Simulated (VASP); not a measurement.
Here is a VASP 6.6.1 calculation.

File INCAR:

```
SYSTEM = LaNb2O2
  ALGO = Normal
  EDIFF = 1E-7
  ENCUT = 520
  GGA = PE
  ISIF = 2
  ISMEAR = 0
  LASPH = .TRUE.
  LCHARG = .FALSE.
  LREAL = .FALSE.
  LWAVE = .FALSE.
  NBANDS = 32
  NELM = 80
  PREC = Accurate
  SIGMA = 0.1
```

The input KPOINTS:

```
k-points
0
G
  4 4 4
  0 0 0
```

Contents of POSCAR:

```
LaNb2O2
1.0
    4.0373881200      0.0000000000      0.0000000000
    0.0000000000      4.0373881200      0.0000000000
    0.0000000000      0.0000000000      5.4765981100
La Nb O
1 2 2
Direct
    0.0000000000      0.0000000000      0.0000000000
    0.0000000000      0.5000000000      0.5000000000
    0.5000000000      0.0000000000      0.5000000000
    0.5000000000      0.5000000000      0.2399999900
    0.5000000000      0.5000000000      0.7600000100
```

Potentials or basis: VASP PAW PBE potentials, release 64 (La, Nb_sv, O).

Run with:

```console
$ cat potpaw_PBE.64/La/POTCAR potpaw_PBE.64/Nb_sv/POTCAR potpaw_PBE.64/O/POTCAR > POTCAR
$ mpirun -np 1 vasp_std > vasp.out
```

Q: Predict the largest force.

A: 2.379 eV/Å.

Q: Estimate the pressure.

A: -16.9 GPa.

Forces on the atoms (eV/Å):
```
La   0.000  0.000  0.000
Nb   0.000  0.000  0.000
Nb   0.000  0.000  0.000
O    0.000  0.000  2.379
O    0.000  0.000 -2.379
```

Caveat: the k points lie up to 0.39 Å⁻¹ apart; an odd number of electrons without spin polarisation forces a metal; a magnetic or distorted state may lie lower.
